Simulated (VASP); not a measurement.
# GaP (R-3m) in VASP: notebook

The runs below take GaP through single point, with PBE.

Everything below comes from runs of VASP 6.6.1. Logs are shortened: lines on timing, memory, paths and dates and some standing lists are left out, and cuts for length are marked.

### 1 The cell of the first run

Symmetry: R-3m, No. 166, trigonal system. Conventional cell: a = 3.912 Å, b = 3.912 Å, c = 21.069 Å, α = 90.00°, β = 90.00°, γ = 120.00°. Within 3.2 Å of Ga (site symmetry 3m) lie 3 P at 2.45 Å and 1 Ga at 2.71 Å. P (site symmetry 3m) has 1 P at 2.42 Å and 3 Ga at 2.45 Å within 3.2 Å.

### 2 Single point, PBE (volume 23.270 Å^3 an atom, c/a of the conventional cell 5.3856)

INCAR

```
SYSTEM = GaP
PREC = Accurate
ENCUT = 520
EDIFF = 1E-7
ISMEAR = 0
SIGMA = 0.05
LREAL = .False.
LASPH = .True.
NELM = 60
ALGO = Normal
ISIF = 2
LWAVE = .False.
LCHARG = .True.
GGA = PE
LELF = .True.
LVHAR = .True.
NBANDS = 26
```

KPOINTS

```
Automatic mesh
0
Gamma
  9 9 9
  0 0 0
```

POSCAR

```
GaP
1.0
    1.9560245687      1.1293113113      7.0229106114
   -1.9560245687      1.1293113113      7.0229106114
    0.0000000000     -2.2586226226      7.0229106114
Ga P
2 2
Direct
    0.4355841032      0.4355841032      0.4355841032
    0.5644158968      0.5644158968      0.5644158968
    0.0575077006      0.0575077006      0.0575077006
    0.9424922994      0.9424922994      0.9424922994
```

Potentials or basis: VASP PAW PBE potentials, release 64 (Ga_d, P).

Command:

```sh
$ cat potpaw_PBE.64/Ga_d/POTCAR potpaw_PBE.64/P/POTCAR > POTCAR
$ mpirun -np 1 vasp_std > vasp.out
```

OUTCAR:

```text
SYSTEM = GaP
   PREC = Accurate
   ENCUT = 520
   EDIFF = 1E-7
   ISMEAR = 0
   LREAL = .False.
   LASPH = .True.
   NELM = 60
   ISIF = 2
   GGA = PE

 ion  position               nearest neighbor table
   1  0.436  0.436  0.436-   3 2.45   3 2.45   3 2.45   2 2.71
   2  0.564  0.564  0.564-   4 2.45   4 2.45   4 2.45   1 2.71
   3  0.058  0.058  0.058-   4 2.42   1 2.45   1 2.45   1 2.45
   4  0.942  0.942  0.942-   3 2.42   2 2.45   2 2.45   2 2.45

  LATTYP: Found a trigonal (rhomboedric) cell.
 ALAT       =     7.3771708403
 COS(alpha) =     0.8593955957

  Lattice vectors:

 A1 = (   1.9560245687,   1.1293113113,   7.0229106114)
 A2 = (  -1.9560245687,   1.1293113113,   7.0229106114)
 A3 = (   0.0000000000,  -2.2586226226,   7.0229106114)

Analysis of symmetry for initial positions (statically):
=====================================================================
 Subroutine PRICEL returns:
 Original cell was already a primitive cell.

 Routine SETGRP: Setting up the symmetry group for a
 trigonal (rhombohedral) supercell.

 Subroutine GETGRP returns: Found 12 space group operations
 (whereof 12 operations were pure point group operations)
 out of a pool of 12 trial point group operations.

The static configuration has the point symmetry D_3d.

Analysis of symmetry for dynamics (positions and initial velocities):
=====================================================================
 Subroutine PRICEL returns:
 Original cell was already a primitive cell.

 Routine SETGRP: Setting up the symmetry group for a
 trigonal (rhombohedral) supercell.

 Subroutine GETGRP returns: Found 12 space group operations
 (whereof 12 operations were pure point group operations)
 out of a pool of 12 trial point group operations.

The dynamic configuration has the point symmetry D_3d.

 Subroutine INISYM returns: Found 12 space group operations
 (whereof 12 operations are pure point group operations),
 and found     1 'primitive' translations

----------------------------------------------------------------------------------------

                                     Primitive cell

  volume of cell :      93.0800

  direct lattice vectors                    reciprocal lattice vectors
     1.956024569  1.129311311  7.022910611     0.255620511  0.147582571  0.047463702
[... 81 lines left out ...]
   PREC   = accura    normal or accurate (medium, high low for compatibility)
   ISTART =      0    job   : 0-new  1-cont  2-samecut
   ICHARG =      2    charge: 1-file 2-atom 10-const
   ISPIN  =      1    spin polarized calculation?
   LNONCOLLINEAR =      F non collinear calculations
   LSORBIT =      F    spin-orbit coupling
   LASPH  =      T    aspherical Exc in radial PAW
   ENCUT  =  520.0 eV  38.22 Ry    6.18 a.u.  13.72 13.72 13.72*2*pi/ulx,y,z
   NELM   =     60;   NELMIN=  2; NELMDL= -5     # of ELM steps
   EDIFF  = 0.1E-06   stopping-criterion for ELM
   LREAL  =      F    real-space projection
   EDIFFG = 0.1E-05   stopping-criterion for IOM
   NSW    =      0    number of steps for IOM
   IBRION =     -1    ionic relax: 0-MD 1-quasi-New 2-CG
   NFREE  =      0    steps in history (QN), initial steepest desc. (CG)
   ISIF   =      2    stress and relaxation
   ISYM   =      2    0-nonsym 1-usesym 2-fastsym
   POTIM  = 0.5000    time-step for ionic-motion
   TEBEG  =    0.0;   TEEND  =   0.0 temperature during run
   PSTRESS=    0.0 pullay stress
   NELECT =      36.0000    total number of electrons
   NUPDOWN=      -1.0000    fix difference up-down
   EMIN   =  10.00;   EMAX   =-10.00  energy-range for DOS
   EFERMI =   0.00;   METHOD = LEGACY
   ISMEAR =     0;   SIGMA  =   0.05  broadening in eV -4-tet -1-fermi 0-gaus
   EFERMI_NEDOS =   21; number of points for ismear=-14 and -15
   IALGO  =     38    algorithm
   IMIX   =      4    mixing-type and parameters
     AMIX     =   0.40;   BMIX     =  1.00
     AMIX_MAG =   1.60;   BMIX_MAG =  1.00
  volume/ion in A,a.u.               =      23.27       157.03
  Fermi-wavevector in a.u.,A,eV,Ry     =   1.192770  2.254009 19.357027  1.422701
  Thomas-Fermi vector in A             =   2.328801
   LORBIT       =      0    0 simple, 1 ext, 2 COOP (PROOUT), +10 PAW based schemes
   GGA     = PE    functional components
   LHFCALC =     F    Hartree Fock is set to
   AEXX    =    0.0000 exact exchange contribution
   IVDW    =     0    specifies the selected vdW correction
   LEPSILON=     F    determine dielectric tensor
   LRPA    =     F    only Hartree local field effects (RPA)
 non-spin polarized calculation
 Gauss-broadening in eV      SIGMA  =   0.05
  energy-cutoff  :      520.00
  volume of cell :       93.08
 maximum number of plane-waves:      2543
   NGX = 27   NGY = 27   NGZ = 27

 number of electron      35.9999999 magnetization

 Free energy of the ion-electron system (eV)
  ---------------------------------------------------
  ext. energy  EPLUGINS =         0.00000000
  ---------------------------------------------------
  free energy    TOTEN  =       -17.37068126 eV

  energy without entropy =      -17.37053247  energy(sigma->0) =      -17.37060686

 E-fermi :   3.7280     XC(G=0):  -9.2327

 val. band max:        3.7087587843   @ k =   0.0000   0.0000   0.0000
 cond. band min:       4.1116116321   @ k =   0.4444   0.4444   0.0000
 fundamental gap:      0.4028528478
 Fermi energy:         3.7280172527

 k-point     1 :       0.0000    0.0000    0.0000
  band No.  band energies     occupation
      1     -10.9303      2.00000
      2     -10.8729      2.00000
      3     -10.8729      2.00000
      4     -10.8691      2.00000
      5     -10.8691      2.00000
      6     -10.8195      2.00000
[... 685 lines left out ...]
     25      11.5035      0.00000
     26      12.5168      0.00000

 [... further k-points ...]
[... 5 lines left out ...]
  --------------------------------------------------------------------------------------
  -------------------------------------------------------------------------------------
  Total       -1.1775942     -1.1775942     -7.3934007      0.0000000      0.0000000      0.0000000
  in kB      -20.2698183    -20.2698183   -127.2619137      0.0000000      0.0000000      0.0000000
  external PRESSURE =     -55.9338501 kB  Pullay stress =       0.0000000 kB

 VOLUME and BASIS-vectors are now :
 -----------------------------------------------------------------------------
  energy-cutoff  :      520.00
  volume of cell :       93.08
      direct lattice vectors                 reciprocal lattice vectors
     1.956024569  1.129311311  7.022910611     0.255620511  0.147582571  0.047463702
    -1.956024569  1.129311311  7.022910611    -0.255620511  0.147582571  0.047463702
     0.000000000 -2.258622623  7.022910611     0.000000000 -0.295165142  0.047463702

 POSITION                                       TOTAL-FORCE (eV/Angst)
 -----------------------------------------------------------------------------------
      0.00000      0.00000      9.17720         0.000000      0.000000      0.016091
      0.00000      0.00000     11.89153         0.000000      0.000000     -0.016091
      0.00000      0.00000      1.21161         0.000000      0.000000     -0.547892
      0.00000      0.00000     19.85712         0.000000     -0.000000      0.547892
 -----------------------------------------------------------------------------------
    total drift:                                0.000000      0.000000      0.000000

  FREE ENERGIE OF THE ION-ELECTRON SYSTEM (eV)
  ---------------------------------------------------
  free  energy   TOTEN  =       -17.3706812604 eV

  energy  without entropy=      -17.3705324671  energy(sigma->0) =      -17.37060686
```

stdout:

```text
POSCAR found type information on POSCAR GaP
 POSCAR found :  2 types and       4 ions
 scaLAPACK will be used
 LDA part: xc-table for (Slater+PW92), standard interpolation
 POSCAR, INCAR and KPOINTS ok, starting setup
 FFT: planning ... GRIDC
 FFT: planning ... GRID_SOFT
 FFT: planning ... GRID
 WAVECAR not read
 entering main loop
```

Wall time 5 min (1 thread of AMD EPYC 9R45 (Zen 5), shared host); peak memory 0.49 GiB.

What came out:

```yaml
Free_energy: -17.3707 eV
Pressure: -5.6 GPa
Largest_force: 0.548 eV/Å
```

Forces in eV/Å, atoms in the order of the input:
```
Ga   0.000  0.000  0.016
Ga   0.000  0.000 -0.016
P    0.000  0.000 -0.548
P    0.000  0.000  0.548
```

### 3 Single point, PBE (volume 24.392 Å^3 an atom, c/a of the conventional cell 5.6065)

INCAR

```
SYSTEM = GaP
PREC     = Accurate       ! precision mode
ENCUT    = 520            ! plane-wave cutoff, eV
EDIFF    = 1E-6           ! SCF threshold, eV
ISMEAR   = 0              ! smearing method
SIGMA    = 0.05           ! smearing width, eV
LREAL    = .FALSE.        ! projectors in reciprocal space
LASPH    = .TRUE.         ! aspherical terms in the spheres
NELM     = 80             ! most SCF steps
ALGO     = Normal         ! electronic algorithm
ISIF     = 2              ! what is computed and relaxed
LWAVE    = .FALSE.        ! write WAVECAR
LCHARG   = .TRUE.         ! write CHGCAR
GGA      = PE             ! functional
LELF     = .TRUE.         ! ELF
LVHAR    = .TRUE.       
NBANDS   = 26             ! bands
```

KPOINTS

```
Automatic mesh
0
G
  9 9 9
  0 0 0
```

POSCAR

```
GaP
1.0
    1.9605235829      1.1319088183      7.3277836450
   -1.9605235829      1.1319088183      7.3277836450
    0.0000000000     -2.2638176367      7.3277836450
Ga P
2 2
Direct
    0.4355841032      0.4355841032      0.4355841032
    0.5644158968      0.5644158968      0.5644158968
    0.0575077006      0.0575077006      0.0575077006
    0.9424922994      0.9424922994      0.9424922994
```

Potentials or basis: VASP PAW PBE potentials, release 64 (Ga_d, P).

Command:

```sh
$ cat potpaw_PBE.64/Ga_d/POTCAR potpaw_PBE.64/P/POTCAR > POTCAR
$ mpirun -np 1 vasp_std > vasp.out
```

It took 6.3 min on 1 thread of AMD EPYC 9R45 (Zen 5), shared host; peak memory 0.54 GiB.

Results (log left out):

```
Free energy            : -17.0038 eV
Pressure               : -6.9 GPa
Largest force          : 0.427 eV/Å
Band gap on the k mesh : zero (filled and empty bands touch)
```

Forces in eV/Å, atoms in the order of the input:
```
Ga   0.000  0.000 -0.159
Ga   0.000  0.000  0.159
P    0.000  0.000 -0.427
P    0.000  0.000  0.427
```

Stress tensor (GPa, compression positive):
```
 -2.61   0.00   0.00
  0.00  -2.61   0.00
  0.00   0.00 -15.56
```

Levels at points of the mesh, in eV from the Fermi level:
| k point | band 15 | band 16 | band 17 | band 18 | band 19 | band 20 | band 21 | band 22 |
| --- | --- | --- | --- | --- | --- | --- | --- | --- |
| (0.00, 0.00, 0.00) | -1.05 | -0.68 | -0.57 | -0.03 | -0.03 | 1.75 | 2.52 | 4.05 |

### 4 Single point, PBE (volume 24.392 Å^3 an atom, c/a of the conventional cell 4.4051)

INCAR

```
SYSTEM = GaP
PREC = Accurate
ENCUT = 520
EDIFF = 1E-7
ISMEAR = 0
SIGMA = 0.05
LREAL = .FALSE.
LASPH = .TRUE.
NELM = 60
ALGO = Normal
ISIF = 2
LWAVE = .FALSE.
LCHARG = .TRUE.
GGA = PE
LELF = .TRUE.
LVHAR = .TRUE.
NBANDS = 26
```

KPOINTS

```
regular mesh
0
G
  9 9 9
  0 0 0
```

POSCAR

```
GaP
1.0
    2.1246338135      1.2266579041      6.2394829413
   -2.1246338135      1.2266579041      6.2394829413
    0.0000000000     -2.4533158083      6.2394829412
Ga P
2 2
Direct
    0.4355841032      0.4355841032      0.4355841032
    0.5644158968      0.5644158968      0.5644158968
    0.0575077006      0.0575077006      0.0575077006
    0.9424922994      0.9424922994      0.9424922994
```

Command:

```sh
$ cat potpaw_PBE.64/Ga_d/POTCAR potpaw_PBE.64/P/POTCAR > POTCAR
$ mpirun -np 1 vasp_std > vasp.out
```

Wall time 3.7 min (1 thread of AMD EPYC 9R45 (Zen 5), shared host); peak memory 0.42 GiB.

Results (log left out):

```
Free energy            : -17.0835 eV
Pressure               : -5.2 GPa
Largest force          : 0.910 eV/Å
Band gap on the k mesh : zero (band 18 reaches 3.35 eV, above the bottom of band 19 at 3.25 eV)
```

Forces in eV/Å, atoms in the order of the input:
```
Ga   0.000  0.000 -0.759
Ga   0.000  0.000  0.759
P    0.000  0.000  0.910
P    0.000  0.000 -0.910
```

Stress tensor (GPa, compression positive):
```
-9.94  0.00  0.00
 0.00 -9.94  0.00
 0.00  0.00  4.25
```

Levels at points of the mesh, in eV from the Fermi level:
```
           k point  band 16  band 17  band 18  band 19  band 20  band 21
(0.00, 0.00, 0.00)    -0.67     0.06     0.06     0.31     0.53     3.07
```

### 5 Single point, PBE (volume 24.392 Å^3 an atom, c/a of the conventional cell 5.3856)

INCAR

```
SYSTEM = GaP
PREC = Accurate
ENCUT = 520
EDIFF = 1E-6
ISMEAR = 0
SIGMA = 0.05
LREAL = .False.
LASPH = .True.
NELM = 100
ALGO = Normal
ISIF = 2
LWAVE = .False.
LCHARG = .False.
GGA = PE
NBANDS = 26
```

KPOINTS

```
regular mesh
0
Gamma
  9 9 9
  0 0 0
```

POSCAR

```
GaP
1.0
    1.9869700219      1.1471776770      7.1340171666
   -1.9869700219      1.1471776770      7.1340171666
    0.0000000000     -2.2943553540      7.1340171666
Ga P
2 2
Direct
    0.4355841032      0.4355841032      0.4355841032
    0.5644158968      0.5644158968      0.5644158968
    0.0575077006      0.0575077006      0.0575077006
    0.9424922994      0.9424922994      0.9424922994
```

Command:

```sh
$ cat potpaw_PBE.64/Ga_d/POTCAR potpaw_PBE.64/P/POTCAR > POTCAR
$ mpirun -np 1 vasp_std > vasp.out
```

Wall time 4.6 min (1 thread of AMD EPYC 9R45 (Zen 5), shared host); peak memory 0.49 GiB.

Results (log left out):

| Quantity | Value |
| --- | --- |
| Free energy | -17.1886 eV |
| Pressure | -7.4 GPa |
| Largest force | 0.487 eV/Å |
| Band gap on the k mesh | zero (filled and empty bands touch) |

Forces in eV/Å, atoms in the order of the input:
```
Ga   0.000  0.000 -0.108
Ga   0.000  0.000  0.108
P    0.000  0.000 -0.487
P    0.000  0.000  0.487
```

Stress tensor (GPa, compression positive):
```
 -4.15   0.00   0.00
  0.00  -4.15   0.00
  0.00   0.00 -13.78
```

Levels at points of the mesh, in eV from the Fermi level:
```csv
k point,band 14,band 15,band 16,band 17,band 18,band 19,band 20,band 21,band 22,band 23
"(0.00, 0.00, 0.00)",-1.19,-1.19,-0.48,-0.27,-0.03,-0.03,1.50,2.46,3.91,3.91
```

### 6 Single point, PBE (volume 24.392 Å^3 an atom, c/a of the conventional cell 4.9696)

INCAR

```
ALGO = Normal ; EDIFF = 1E-6
ENCUT = 520 ; GGA = PE
ISIF = 2 ; ISMEAR = 0
LASPH = T ; LCHARG = T
LELF = T ; LREAL = F
LVHAR = T ; LWAVE = F
NBANDS = 26 ; NELM = 60
PREC = Accurate ; SIGMA = 0.05
```

KPOINTS

```
k-points
0
Gamma
  9 9 9
```

POSCAR

```
GaP
1.0
    2.0409331722      1.1783333163      6.7617515716
   -2.0409331722      1.1783333163      6.7617515716
    0.0000000000     -2.3566666327      6.7617515716
Ga P
2 2
Direct
    0.4355841032      0.4355841032      0.4355841032
    0.5644158968      0.5644158968      0.5644158968
    0.0575077006      0.0575077006      0.0575077006
    0.9424922994      0.9424922994      0.9424922994
```

Potentials or basis: VASP PAW PBE potentials, release 64 (Ga_d, P).

Command:

```sh
$ cat potpaw_PBE.64/Ga_d/POTCAR potpaw_PBE.64/P/POTCAR > POTCAR
$ mpirun -np 1 vasp_std > vasp.out
```

It took 10 min on 1 thread of Intel Xeon 6975P-C, shared host; peak memory 0.5 GiB.

It converged, with:

```
Free energy            : -17.3770 eV
Pressure               : -7.5 GPa
Largest force          : 0.311 eV/Å
Band gap on the k mesh : 0.30 eV, direct
```

Forces on the atoms (eV/Å):
```
Ga   0.000  0.000 -0.164
Ga   0.000  0.000  0.164
P    0.000  0.000 -0.311
P    0.000  0.000  0.311
```

Stress tensor (GPa, compression positive):
```
-6.94  0.00  0.00
 0.00 -6.94  0.00
 0.00  0.00 -8.52
```

Levels at points of the mesh, in eV from the valence-band top:
| k point | band 14 | band 15 | band 16 | band 17 | band 18 | band 19 | band 20 | band 21 | band 22 | band 23 |
| --- | --- | --- | --- | --- | --- | --- | --- | --- | --- | --- |
| (0.00, 0.00, 0.00) | -1.51 | -1.51 | -0.42 | 0.00 | 0.00 | 0.30 | 1.06 | 2.64 | 3.60 | 3.60 |

 A k mesh can miss the band edges.

### 7 The runs side by side

| cell | gap on the mesh (eV) | pressure (GPa) | largest force (eV/Å) |
| --- | --- | --- | --- |
| a = 7.377 Å, angles 30.8°, 4 atoms | - | -5.6 | 0.55 |
| a = 7.670 Å, angles 29.6°, 4 atoms | none | -6.9 | 0.43 |
| a = 6.704 Å, angles 37.0°, 4 atoms | none | -5.2 | 0.91 |
| a = 7.494 Å, angles 30.8°, 4 atoms | none | -7.4 | 0.49 |
| a = 7.161 Å, angles 33.1°, 4 atoms | 0.30 | -7.5 | 0.31 |

Alike in all rows: task single point; level PBE; potentials or basis VASP PAW PBE potentials, release 64 (Ga_d, P); no spin polarisation; k mesh 9 × 9 × 9; cutoff (eV) 520; smearing gaussian 0.05 eV.

Absolute energies hang on the potentials; compare differences alone.
